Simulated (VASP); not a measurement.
Set up this calculation in VASP 6.6.1, as the native input.

```yaml
Task: single point
Functional: LDA
Potentials_or_basis: VASP PAW LDA potentials, release 64 (Se)
Cutoff: 520 eV
k_mesh: 10 × 10 × 6
Occupations: gaussian, width 0.05 eV
Spin: no spin polarisation
Dipole_correction: no
Further_INCAR_settings: ALGO = Normal; EDIFF = 1e-06; NBANDS = 13
```

The structure of Se lies in POSCAR:

```
Se
1.0
    1.3942694300     -4.0390027650      0.0000000000
    1.3942694300      4.0390027650      0.0000000000
    0.0000000000      0.0000000000      4.6134314000
Se
2
Direct
    0.0643446800      0.9356553200      0.2500000000
    0.9356553200      0.0643446800      0.7500000000
```

These files were run (other wordings do the same):

INCAR

```
SYSTEM = Se
PREC = Accurate
ENCUT = 520
EDIFF = 1E-6
ISMEAR = 0
SIGMA = 0.05
LREAL = .FALSE.
LASPH = .TRUE.
NELM = 80
ALGO = Normal
ISIF = 2
LWAVE = .FALSE.
LCHARG = .TRUE.
LELF = .TRUE.
LVHAR = .TRUE.
NBANDS = 13
```

KPOINTS

```
regular mesh
0
G
  10 10 6
  0 0 0
```

Potentials or basis: VASP PAW LDA potentials, release 64 (Se).

The run is started by

```sh
$ cat potpaw_LDA.64/Se/POTCAR > POTCAR
$ mpirun -np 1 vasp_std > vasp.out
```

It gave:

The pressure is -2.5 GPa and the largest force is 0.130 eV/Å. The band gap on the k mesh is zero (band 6 reaches 5.44 eV, above the bottom of band 7 at 1.78 eV).

Run time: 28 s on 1 thread of Intel Xeon 6975P-C (shared host), peak memory 0.2 GiB.
